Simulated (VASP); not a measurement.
# Ru6Cl: single point with PBE

System: Ru6Cl, a slab with vacuum.

```xyz
7
Lattice="2.7198 0.0000 0.0000 0.0000 4.2967 0.0000 0.0000 0.0000 20.8383" Properties=species:S:1:pos:R:3 pbc="T T T"
Ru    0.0000    3.2225    4.0000
Ru    1.3599    1.0742    4.7851
Ru    1.3599    3.2225    6.3554
Ru    0.0000    1.0742    7.1004
Ru    0.0000    3.2225    8.6866
Ru    1.3599    1.0742    9.3383
Cl    2.7198    1.9335   11.1809
```

```json
{
 "Program": "VASP 6.6.1",
 "Task": "single point",
 "Functional": "PBE",
 "Potentials or basis": "VASP PAW PBE potentials, release 64 (Ru_pv, Cl)",
 "Cutoff": "520 eV",
 "k mesh": "10 × 6 × 1",
 "Occupations": "gaussian, width 0.1 eV",
 "Spin": "no spin polarisation"
}
```

```yaml
Largest_force: 0.861 eV/Å
Band_gap_on_the_k_mesh: zero (an odd number of electrons rules out a gap without spin polarisation)
```

Forces in eV/Å, atoms in the order of the input:
```
Ru   0.000 -0.020  0.861
Ru   0.000 -0.018 -0.681
Ru   0.000  0.020 -0.027
Ru   0.000 -0.030 -0.468
Ru   0.000  0.487 -0.402
Ru   0.000 -0.388  0.740
Cl   0.000 -0.050 -0.023
```

Levels at points of the mesh, in eV from the Fermi level:
| k point | band 44 | band 45 | band 46 | band 47 | band 48 | band 49 |
| --- | --- | --- | --- | --- | --- | --- |
| (0.00, 0.00, 0.00) | -1.16 | -0.98 | -0.65 | -0.19 | -0.17 | 0.18 |
| (0.50, 0.00, 0.00) | 0.07 | 0.15 | 0.96 | 1.11 | 1.16 | 1.33 |
| (0.00, 0.50, 0.00) | -0.55 | -0.28 | 0.21 | 0.36 | 0.38 | 0.45 |
| (0.50, 0.50, 0.00) | 0.48 | 0.48 | 0.78 | 1.08 | 1.29 | 1.31 |

Wall time 7.3 min on 1 thread of Intel(R) Xeon(R) 6975P-C (Granite Rapids), on a shared host, peak memory 0.44 GiB.
